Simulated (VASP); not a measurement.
Input of a VASP 6.6.1 run:

INCAR

```
  PREC = Accurate
  ENCUT = 520
  EDIFF = 1E-7
  ISMEAR = 0
  SIGMA = 0.1
  LREAL = False
  LASPH = True
  NELM = 100
  ALGO = Fast
  ISIF = 2
  LWAVE = False
  LCHARG = False
  GGA = PE
  NBANDS = 54
```

Contents of KPOINTS:

```
regular mesh
0
Gamma
  6 6 2
```

The input POSCAR:

```
BiF
1.0
    3.6580273400      0.0000000000      0.0000000000
   -1.8290136700      3.1679446100      0.0000000000
    0.0000000000      0.0000000000     12.0538558200
Bi F
4 4
Direct
    0.3333333300      0.6666666700      0.8750000000
    0.6666666700      0.3333333300      0.1250000000
    0.6666666700      0.3333333300      0.3750000000
    0.3333333300      0.6666666700      0.6250000000
    0.6666666700      0.3333333300      0.7500000000
    0.0000000000      0.0000000000      0.0000000000
    0.3333333300      0.6666666700      0.2500000000
    0.0000000000      0.0000000000      0.5000000000
```

Potentials or basis: VASP PAW PBE potentials, release 64 (Bi_d, F).

Run with:

```console
$ cat potpaw_PBE.64/Bi_d/POTCAR potpaw_PBE.64/F/POTCAR > POTCAR
$ mpirun -np 1 vasp_std > vasp.out
```

**Question.** Predict the largest force.

**Answer.** 0.808 eV/Å.

**Question.** Predict the band gap on the k mesh.

**Answer.** Zero (bands 44 and 45 overlap by 2.51 eV).

**Question.** Estimate the pressure.

**Answer.** 19.8 GPa.

Forces on the atoms (eV/Å):
```
Bi   0.000  0.000  0.808
Bi   0.000  0.000 -0.808
Bi   0.000  0.000  0.808
Bi   0.000  0.000 -0.808
F    0.000  0.000  0.000
F    0.000  0.000  0.000
F    0.000  0.000  0.000
F    0.000  0.000  0.000
```

Caveat: the cell stands under pressure; spin-orbit coupling is left out, which moves the levels of the heavy elements.
